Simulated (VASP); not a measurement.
A run of VASP 6.6.1 is set up as follows.

File INCAR:

```
SYSTEM = Na
ALGO = Fast
EDIFF = 1E-6
ENCUT = 520
GGA = PS
ISIF = 2
ISMEAR = -1
LASPH = .TRUE.
LCHARG = .TRUE.
LELF = .TRUE.
LREAL = .FALSE.
LVHAR = .TRUE.
LWAVE = .FALSE.
NBANDS = 22
NELM = 100
PREC = Accurate
SIGMA = 0.05
```

File KPOINTS:

```
k-points
0
G
  8 8 3
  0 0 0
```

The input POSCAR:

```
Na
1.0
    3.7003831212      0.0000000000      0.0000000000
   -1.8501915606      3.2046257867      0.0000000000
    0.0000000000      0.0000000000     12.5373215400
Na
4
Direct
    0.6666666667      0.3333333333      0.7500000000
    0.0000000000      0.0000000000      0.5000000000
    0.3333333333      0.6666666667      0.2500000000
    0.0000000000      0.0000000000      0.0000000000
```

Potentials or basis: VASP PAW PBE potentials, release 64 (Na_pv).

Run with:

```sh
$ cat potpaw_PBE.64/Na_pv/POTCAR > POTCAR
$ mpirun -np 1 vasp_std > vasp.out
```

Problem. Predict the band gap on the k mesh.

Solution. Zero (band 14 reaches 1.44 eV, above the bottom of band 15 at -1.99 eV).

Problem. What does it give for the pressure?

Solution. -0.2 GPa.

Stress tensor (GPa, compression positive):
```
 0.17  0.00  0.00
 0.00  0.17  0.00
 0.00  0.00 -0.79
```

Caveat: the PAW data sets were made with another functional, which shifts forces and pressure a little.
